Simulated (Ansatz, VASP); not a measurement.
**Ga3FeO6: VASP beside Ansatz**

```
Ga Fe O
1.0
     5.07650   -0.00004    0.00000
    -2.53829    4.39623   -0.00081
     0.00003   -2.93022    4.56411
Ga Fe O
3 1 6
Direct
  0.35284 0.20567 0.05851
  0.85733 0.21465 0.57197
  0.64474 0.78950 0.93423
  0.13992 0.77983 0.41972
  0.55815 0.00400 0.75465
  0.45058 0.00540 0.25053
  0.25066 0.30879 0.75464
  0.94585 0.69651 0.75466
  0.74512 0.69572 0.25056
  0.05481 0.29993 0.25053
```

Alike in both runs: functional PBE; k mesh 4 × 4 × 4; occupations gaussian, width 0.1 eV; collinear spin.

Ansatz relaxed the structure, and its values are those at the end. VASP's run is a single point on that final structure, the one shown.

|  | VASP | Ansatz |
| --- | --- | --- |
| version | VASP 6.6.1 | Ansatz 0.2.0 |
| potentials or method | VASP PAW PBE potentials, release 64 (Ga_d, Fe, O), cutoff 520 eV | scalar-relativistic, plane waves, PAW |
| valence electrons in the cell | 83 | 91 |

Ansatz gave:

| Quantity | Value |
| --- | --- |
| gap on the k mesh at the Fermi level (eV) | 0.76 |
| least direct gap on the mesh (eV) | 0.82 |
| pressure (GPa) | 0.0 |
| rms of the force components (eV/Å) | 0.001 |
| net moment per atom (μB) | 0.50 |
| size of the moment on the site where the two differ most (μB) | 3.73 |

Q: Which values does VASP return?

A: gap on the k mesh at the Fermi level (eV): 0.71; least direct gap on the mesh (eV): 0.77; pressure (GPa): 0.7; rms of the force components (eV/Å): 0.011; net moment per atom (μB): 0.50; size of the moment on the site where the two differ most (μB): 3.99.

Site moments also hang on the region over which each program counts them. The functional is the same, so the differences come from potentials, cutoffs and numerics. VASP's potentials hold 83 valence electrons a cell and Ansatz's 91, so a difference there can come from the potentials and not from the codes.

The k mesh is coarse, so the values compare programs but aren't converged.
